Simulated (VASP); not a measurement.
# Si49C48 (a cell with a defect) in VASP: single point with PBEsol

Aim: the single point of Si49C48 (a cell with a defect) with PBEsol.

Program: VASP 6.6.1. These are calculated values, not measurements. Logs are shortened: lines on timing, memory, paths and dates and some standing lists are left out, and cuts for length are marked.

**1. The cell of the first run**

The cell holds a defect, 97 atoms: a = 9.234 Å, b = 10.663 Å, c = 10.076 Å, α = 90.00°, β = 90.00°, γ = 90.00°.

**2. Single point, PBEsol**

File INCAR:

```
ALGO     = Normal         # electronic algorithm
EDIFF    = 1E-6           # SCF threshold, eV
ENCUT    = 520            # plane-wave cutoff, eV
GGA      = PS             # functional
ISIF     = 2              # what is computed and relaxed
ISMEAR   = -1             # smearing method
ISYM     = 0            
LASPH    = T              # aspherical terms in the spheres
LCHARG   = T              # write CHGCAR
LELF     = T              # ELF
LREAL    = Auto         
LVHAR    = T            
LWAVE    = F              # write WAVECAR
NBANDS   = 248            # bands
NELM     = 100            # most SCF steps
PREC     = Accurate       # precision mode
SIGMA    = 0.05           # smearing width, eV
```

File KPOINTS:

```
Automatic mesh
0
Gamma
  1 1 1
  0.25 0.25 0.25
```

File POSCAR:

```
Si49C48
1.0
    9.2342040000      0.0000000000      0.0000000000
    0.0000000000     10.6627400000      0.0000000000
    0.0000000000      0.0000000000     10.0759470000
Si C
49 48
Direct
    0.0008140000      0.9985440000      0.4996400000
    0.3319910000      0.0011530000      0.4996770000
    0.1646250000      0.2467410000      0.5000610000
    0.9992540000      0.5001130000      0.4999720000
    0.6693280000      0.0027840000      0.4998380000
    0.4979880000      0.2459570000      0.5024720000
    0.3158750000      0.4875700000      0.5122270000
    0.1650720000      0.7501220000      0.5021640000
    0.8342540000      0.2478070000      0.4998630000
    0.6808800000      0.4917890000      0.5122340000
    0.5040570000      0.7688360000      0.5117910000
    0.8371000000      0.7529450000      0.5023570000
    0.9997400000      0.1652820000      0.2493890000
    0.3320130000      0.1662200000      0.2490540000
    0.1645020000      0.4150380000      0.2471310000
    0.0000330000      0.6664470000      0.2484860000
    0.6671020000      0.1667930000      0.2490510000
    0.4995840000      0.4144780000      0.2388050000
    0.3323670000      0.6672340000      0.2392710000
    0.1667140000      0.9164790000      0.2488320000
    0.8343680000      0.4153060000      0.2469280000
    0.6680800000      0.6674580000      0.2389460000
    0.5003520000      0.9192250000      0.2469760000
    0.8340190000      0.9172140000      0.2490280000
    0.1660800000      0.0829620000      0.7491290000
    0.9993210000      0.3327070000      0.7491240000
    0.5001000000      0.0821880000      0.7489030000
    0.3325180000      0.3303400000      0.7498530000
    0.1643350000      0.5837430000      0.7500000000
    0.0005590000      0.8340570000      0.7488190000
    0.8342220000      0.0833650000      0.7489010000
    0.6661680000      0.3304620000      0.7499260000
    0.4989540000      0.5834610000      0.7491930000
    0.3312750000      0.8344170000      0.7500070000
    0.8347600000      0.5843940000      0.7499930000
    0.6693640000      0.8348820000      0.7497660000
    0.9997680000      0.0002460000      0.9988890000
    0.3322580000      0.0001800000      0.9989690000
    0.1653630000      0.2496700000      0.9990150000
    0.9988050000      0.5001210000      0.9990100000
    0.6666870000      0.0004500000      0.9990670000
    0.4989120000      0.2484040000      0.9975440000
    0.3307320000      0.4991000000      0.9957440000
    0.1649450000      0.7506680000      0.9976600000
    0.8329120000      0.2496930000      0.9989250000
    0.6671100000      0.4991920000      0.9954390000
    0.4994070000      0.7521030000      0.9956230000
    0.8337350000      0.7509770000      0.9975460000
    0.5006270000      0.5827510000      0.3868370000
    0.0004130000      0.9994970000      0.1862650000
    0.3325300000      0.0003270000      0.1863410000
    0.1655820000      0.2489570000      0.1864040000
    0.9995610000      0.5000850000      0.1864750000
    0.6679100000      0.0007580000      0.1865730000
    0.4993810000      0.2472040000      0.1847870000
    0.3287210000      0.4973490000      0.1822600000
    0.1650650000      0.7504510000      0.1847200000
    0.8338130000      0.2489570000      0.1864020000
    0.6710060000      0.4973160000      0.1812830000
    0.5001120000      0.7549280000      0.1818660000
    0.8354380000      0.7513020000      0.1849970000
    0.0006610000      0.9996290000      0.6864370000
    0.3333480000      0.9997460000      0.6864850000
    0.1658530000      0.2489520000      0.6867680000
    0.9996400000      0.4991390000      0.6865020000
    0.6678900000      0.0003800000      0.6864680000
    0.4997120000      0.2484530000      0.6877020000
    0.3320850000      0.4980980000      0.6920510000
    0.1670400000      0.7493330000      0.6872380000
    0.8335560000      0.2495550000      0.6865000000
    0.6671250000      0.4991030000      0.6921370000
    0.5011010000      0.7514540000      0.6917680000
    0.8347480000      0.7500430000      0.6875850000
    0.9995800000      0.1640640000      0.4370210000
    0.3318540000      0.1663840000      0.4369890000
    0.1604780000      0.4119300000      0.4354760000
    0.0006630000      0.6659460000      0.4367310000
    0.6663540000      0.1688580000      0.4369390000
    0.4973430000      0.4142210000      0.4392320000
    0.3355610000      0.6655120000      0.4401700000
    0.1683680000      0.9146110000      0.4370080000
    0.8361260000      0.4140070000      0.4356660000
    0.6686490000      0.6686050000      0.4394010000
    0.5016080000      0.9234870000      0.4356330000
    0.8339080000      0.9172870000      0.4369810000
    0.1658790000      0.0836030000      0.9369390000
    0.9989240000      0.3337820000      0.9371750000
    0.4992290000      0.0822320000      0.9366410000
    0.3321270000      0.3320610000      0.9368090000
    0.1643140000      0.5840370000      0.9367000000
    0.9994650000      0.8342610000      0.9361060000
    0.8331290000      0.0835150000      0.9368720000
    0.6654750000      0.3320220000      0.9366940000
    0.4985000000      0.5837980000      0.9365970000
    0.3311760000      0.8340320000      0.9365520000
    0.8329920000      0.5844180000      0.9365920000
    0.6672810000      0.8344260000      0.9365970000
```

Potentials or basis: VASP PAW PBE potentials, release 64 (Si, C).

Run with:

```console
$ cat potpaw_PBE.64/Si/POTCAR potpaw_PBE.64/C/POTCAR > POTCAR
$ mpirun -np 1 vasp_std > vasp.out
```

OUTCAR:

```text
EDIFF = 1E-6
   ENCUT = 520
   GGA = PS
   ISIF = 2
   ISMEAR = -1
   ISYM = 0
   LASPH = T
   LREAL = Auto
   NELM = 100
   PREC = Accurate

 ion  position               nearest neighbor table
   1  0.001  0.999  0.500-  74 1.87  85 1.88  62 1.88  81 1.90  12 3.02   3 3.05   8 3.05   2 3.06
                             5 3.06  30 3.06   9 3.07  25 3.08  31 3.08  20 3.08  24 3.08  13 3.09
   2  0.332  0.001  0.500-  75 1.87  81 1.88  63 1.88  84 1.89  11 2.95   6 3.03   3 3.04   1 3.06
                            25 3.07  27 3.08  14 3.08  34 3.09  20 3.09   8 3.09  23 3.11   5 3.12
   3  0.165  0.247  0.500-  74 1.87  75 1.88  76 1.88  64 1.88   7 2.93   2 3.04   1 3.05   9 3.05
                            25 3.06  13 3.07  26 3.08   6 3.08  14 3.09  28 3.09   4 3.10  15 3.12
   4  0.999  0.500  0.500-  76 1.88  82 1.88  65 1.88  77 1.88   7 2.93  10 2.94   8 3.07  35 3.08
                            29 3.08  26 3.08  12 3.08   9 3.09  16 3.09   3 3.10  21 3.10  15 3.11
   5  0.669  0.003  0.500-  84 1.88  66 1.88  78 1.88  85 1.88  11 2.93   9 3.02   6 3.04  31 3.06
                             1 3.06  17 3.07  27 3.08  12 3.08  24 3.09  36 3.09   2 3.12  23 3.12
   6  0.498  0.246  0.502-  67 1.87  75 1.87  78 1.88  79 1.90   2 3.03  27 3.04   5 3.04  28 3.06
                            32 3.07   7 3.08   3 3.08  14 3.10   9 3.11  17 3.11  10 3.12
   7  0.316  0.488  0.512-  76 1.82  68 1.82  79 1.99  80 2.04  49 2.35   3 2.93  28 2.93   4 2.93
                            29 2.96   6 3.08  33 3.10  15 3.11   8 3.13
   8  0.165  0.750  0.502-  69 1.86  81 1.87  77 1.88  80 1.92  12 3.03  30 3.05   1 3.05  29 3.06
                            34 3.07   4 3.07   2 3.09  16 3.11  20 3.11   7 3.13  11 3.14
   9  0.834  0.248  0.500-  78 1.87  74 1.88  70 1.88  82 1.89  10 2.96   5 3.02   3 3.05  31 3.06
[... 115 lines left out ...]
  84  0.502  0.923  0.436-  11 1.82   5 1.88   2 1.89  23 1.90
  85  0.834  0.917  0.437-  12 1.87   1 1.88   5 1.88  24 1.89
  86  0.166  0.084  0.937-  39 1.88  37 1.88  38 1.88  25 1.89
  87  0.999  0.334  0.937-  40 1.88  45 1.88  39 1.89  26 1.89
  88  0.499  0.082  0.937-  42 1.88  38 1.88  41 1.88  27 1.89
  89  0.332  0.332  0.937-  43 1.88  39 1.88  42 1.88  28 1.88
  90  0.164  0.584  0.937-  40 1.88  44 1.88  43 1.88  29 1.88
  91  0.999  0.834  0.936-  48 1.87  44 1.87  37 1.88  30 1.89
  92  0.833  0.084  0.937-  45 1.88  41 1.88  37 1.88  31 1.89
  93  0.665  0.332  0.937-  46 1.88  42 1.88  32 1.88  45 1.89
  94  0.498  0.584  0.937-  33 1.89  43 1.89  47 1.89  46 1.89
  95  0.331  0.834  0.937-  44 1.88  47 1.88  34 1.88  38 1.88
  96  0.833  0.584  0.937-  46 1.88  48 1.88  35 1.88  40 1.88
  97  0.667  0.834  0.937-  47 1.88  41 1.88  48 1.88  36 1.88

IMPORTANT INFORMATION: All symmetrisations will be switched off!
NOSYMM: (Re-)initialisation of all symmetry stuff for point group C_1.

----------------------------------------------------------------------------------------

                                     Primitive cell

  volume of cell :     992.0971

  direct lattice vectors                    reciprocal lattice vectors
     9.234204000  0.000000000  0.000000000     0.108293037  0.000000000  0.000000000
     0.000000000 10.662740000  0.000000000     0.000000000  0.093784524  0.000000000
     0.000000000  0.000000000 10.075947000     0.000000000  0.000000000  0.099246254

  length of vectors
     9.234204000 10.662740000 10.075947000     0.108293037  0.093784524  0.099246254

  position of ions in fractional coordinates (direct lattice)
     0.000814000  0.998544000  0.499640000
     0.331991000  0.001153000  0.499677000
     0.164625000  0.246741000  0.500061000
     0.999254000  0.500113000  0.499972000
     0.669328000  0.002784000  0.499838000
     0.497988000  0.245957000  0.502472000
[... 241 lines left out ...]
   NELM   =    100;   NELMIN=  2; NELMDL= -5     # of ELM steps
   EDIFF  = 0.1E-05   stopping-criterion for ELM
   LREAL  =      T    real-space projection
   EDIFFG = 0.1E-04   stopping-criterion for IOM
   NSW    =      0    number of steps for IOM
   IBRION =     -1    ionic relax: 0-MD 1-quasi-New 2-CG
   NFREE  =      0    steps in history (QN), initial steepest desc. (CG)
   ISIF   =      2    stress and relaxation
   ISYM   =      0    0-nonsym 1-usesym 2-fastsym
   POTIM  = 0.5000    time-step for ionic-motion
   TEBEG  =    0.0;   TEEND  =   0.0 temperature during run
   PSTRESS=    0.0 pullay stress
   NELECT =     388.0000    total number of electrons
   NUPDOWN=      -1.0000    fix difference up-down
   EMIN   =  10.00;   EMAX   =-10.00  energy-range for DOS
   EFERMI =   0.00;   METHOD = LEGACY
   ISMEAR =    -1;   SIGMA  =   0.05  broadening in eV -4-tet -1-fermi 0-gaus
   EFERMI_NEDOS =   21; number of points for ismear=-14 and -15
   IALGO  =     38    algorithm
   IMIX   =      4    mixing-type and parameters
     AMIX     =   0.40;   BMIX     =  1.00
     AMIX_MAG =   1.60;   BMIX_MAG =  1.00
  volume/ion in A,a.u.               =      10.23        69.02
  Fermi-wavevector in a.u.,A,eV,Ry     =   1.197202  2.262383 19.501123  1.433292
  Thomas-Fermi vector in A             =   2.333123
   LORBIT       =      0    0 simple, 1 ext, 2 COOP (PROOUT), +10 PAW based schemes
   GGA     = PS    functional components
   LHFCALC =     F    Hartree Fock is set to
   AEXX    =    0.0000 exact exchange contribution
   IVDW    =     0    specifies the selected vdW correction
   LEPSILON=     F    determine dielectric tensor
   LRPA    =     F    only Hartree local field effects (RPA)
 non-spin polarized calculation
  energy-cutoff  :      520.00
  volume of cell :      992.10
 maximum number of plane-waves:     26706
 NGX is ok and might be reduce to    70
   NGX = 35   NGY = 39   NGZ = 37

 number of electron     388.0000006 magnetization

 Free energy of the ion-electron system (eV)
  ---------------------------------------------------
  ext. energy  EPLUGINS =         0.00000000
  ---------------------------------------------------
  free energy    TOTEN  =      -760.66621295 eV

  energy without entropy =     -760.60198622  energy(sigma->0) =     -760.63409959

 E-fermi :  10.7240     XC(G=0): -11.5717

 val. band max:       10.6697083306   @ k =   0.2500  -0.2500  -0.2500
 cond. band min:      10.8233163807   @ k =   0.2500   0.2500   0.2500
 fundamental gap:      0.1536080501
 Fermi energy:        10.7239991912

 k-point     1 :       0.2500    0.2500    0.2500
  band No.  band energies     occupation
      1      -7.5557      2.00000
      2      -6.7865      2.00000
      3      -6.4738      2.00000
      4      -6.3784      2.00000
      5      -6.0292      2.00000
      6      -5.8494      2.00000
[... 825 lines left out ...]
    205      11.9144      0.00000
    206      11.9717      0.00000
 [bands above 206 left out]

------------------------ aborting loop because EDIFF is reached ----------------------------------------

  FORCE on cell =-STRESS in cart. coord.  units (eV):
  Direction    XX          YY          ZZ          XY          YZ          ZX
  --------------------------------------------------------------------------------------
  -------------------------------------------------------------------------------------
  Total       11.1739677     26.8052404     21.1483208      1.4561891      1.0856787      0.5992312
  in kB       18.0452887     43.2888582     34.1532717      2.3516582      1.7533061      0.9677226
  external PRESSURE =      31.8291395 kB  Pullay stress =       0.0000000 kB

 VOLUME and BASIS-vectors are now :
 -----------------------------------------------------------------------------
  energy-cutoff  :      520.00
  volume of cell :      992.10
      direct lattice vectors                 reciprocal lattice vectors
     9.234204000  0.000000000  0.000000000     0.108293037  0.000000000  0.000000000
     0.000000000 10.662740000  0.000000000     0.000000000  0.093784524  0.000000000
     0.000000000  0.000000000 10.075947000     0.000000000  0.000000000  0.099246254

 POSITION                                       TOTAL-FORCE (eV/Angst)
 -----------------------------------------------------------------------------------
      0.00752     10.64722      5.03435         0.100233     -0.010942      0.034077
      3.06567      0.01229      5.03472         0.001104     -0.039004      0.036155
      1.52018      2.63094      5.03859        -0.019105     -0.061093      0.053339
      9.22732      5.33257      5.03769        -0.067605     -0.004417      0.009780
      6.18071      0.02969      5.03634         0.020389      0.037554      0.006938
      4.59852      2.62258      5.06288         0.145639     -0.006917      0.003598
[... 89 lines left out ...]
      7.69202      6.23150      9.43705         0.059782     -0.015059      0.025828
      6.16181      8.89727      9.43710         0.038706     -0.027183      0.022810
 -----------------------------------------------------------------------------------
    total drift:                               -0.008992     -0.000551      0.088745

  FREE ENERGIE OF THE ION-ELECTRON SYSTEM (eV)
  ---------------------------------------------------
  free  energy   TOTEN  =      -760.6662129546 eV

  energy  without entropy=     -760.6019862223  energy(sigma->0) =     -760.63409959
```

It took 36 min on 1 thread of Intel Xeon Platinum 8488C (Sapphire Rapids), shared host; peak memory 1.2 GiB.

Results:

```
Free energy            : -760.6662 eV
Pressure               : 3.2 GPa
Largest force          : 0.346 eV/Å
Band gap on the k mesh : 0.15 eV
```

Forces in eV/Å, atoms in the order of the input:
```
Si   0.100 -0.011  0.034
Si   0.001 -0.039  0.036
Si  -0.019 -0.061  0.053
Si  -0.068 -0.004  0.010
Si   0.020  0.038  0.007
Si   0.146 -0.007  0.004
Si   0.209  0.178 -0.030
Si   0.033  0.096  0.002
Si   0.012  0.026  0.014
Si   0.269 -0.204  0.074
Si  -0.127 -0.051  0.056
Si   0.113 -0.049  0.033
Si   0.004  0.006 -0.021
Si   0.016  0.005 -0.025
Si   0.007  0.009 -0.038
Si   0.008 -0.019 -0.008
Si  -0.012  0.000  0.002
Si   0.016  0.006 -0.012
Si   0.002 -0.006 -0.015
Si   0.005 -0.027  0.020
Si   0.016 -0.011  0.026
Si  -0.008 -0.023 -0.030
Si   0.009 -0.011  0.009
Si  -0.014 -0.012 -0.029
Si   0.050 -0.004 -0.013
Si   0.061 -0.006  0.008
Si   0.044 -0.046  0.044
Si   0.009 -0.066  0.061
Si   0.024 -0.005  0.050
Si   0.051 -0.004  0.001
Si   0.036 -0.014  0.017
Si   0.083 -0.004  0.005
Si   0.056  0.024  0.016
Si   0.083 -0.034 -0.013
Si   0.074 -0.042  0.017
Si   0.047  0.013  0.041
Si  -0.033  0.010 -0.023
Si  -0.008  0.016 -0.031
Si  -0.013  0.007 -0.024
Si  -0.007  0.011 -0.022
Si   0.017  0.025 -0.030
Si   0.001  0.004 -0.015
Si  -0.003  0.021  0.003
Si   0.012 -0.027 -0.044
Si  -0.012 -0.009 -0.014
Si  -0.036  0.009 -0.047
Si  -0.015 -0.031 -0.034
Si   0.003  0.014  0.004
Si  -0.046 -0.028 -0.062
C   -0.007  0.007  0.018
C   -0.010 -0.004  0.022
C   -0.015 -0.008  0.026
C   -0.002  0.002  0.021
C   -0.029 -0.006 -0.004
C    0.007  0.005  0.030
C   -0.044  0.000 -0.026
C   -0.028  0.045  0.057
C   -0.005  0.021  0.024
C   -0.037 -0.003  0.070
C   -0.009  0.004  0.049
C   -0.029 -0.029 -0.002
C   -0.074 -0.001 -0.013
C   -0.052  0.034 -0.020
C   -0.049  0.043 -0.021
C   -0.037  0.030 -0.008
C   -0.093  0.011 -0.011
C   -0.063  0.046 -0.016
C   -0.071  0.060 -0.021
C   -0.064  0.020  0.013
C   -0.056  0.002 -0.005
C   -0.040 -0.033  0.012
C   -0.131  0.004  0.001
C   -0.101  0.001 -0.039
C   -0.028  0.022 -0.016
C    0.025  0.141 -0.051
C    0.021  0.128 -0.022
C   -0.024 -0.025 -0.015
C   -0.010 -0.073 -0.005
C    0.120  0.149 -0.076
C   -0.234  0.172 -0.040
C   -0.065  0.081 -0.030
C   -0.006 -0.030  0.008
C   -0.258 -0.202 -0.079
C   -0.131  0.012 -0.031
C   -0.100 -0.113 -0.042
C    0.027 -0.032  0.015
C    0.029 -0.021  0.002
C    0.042 -0.021  0.012
C    0.047 -0.023 -0.003
C    0.057 -0.002  0.017
C    0.024 -0.004  0.024
C    0.023 -0.006  0.015
C    0.044 -0.005 -0.003
C    0.070 -0.023  0.018
C    0.050  0.001  0.030
C    0.060 -0.015  0.026
C    0.039 -0.027  0.023
```

Stress tensor (GPa, compression positive):
```
1.80 0.24 0.10
0.24 4.33 0.18
0.10 0.18 3.42
```

Levels at points of the mesh, in eV from the valence-band top:
```tsv
k point	band 192	band 193	band 194	band 195	band 196	band 197
(0.25, 0.25, 0.25)	-2.57	-1.34	-0.06	0.15	0.23	0.33
```

Caveat: the k points lie up to 0.68 Å⁻¹ apart; the PAW data sets were made with another functional, which shifts forces and pressure a little.
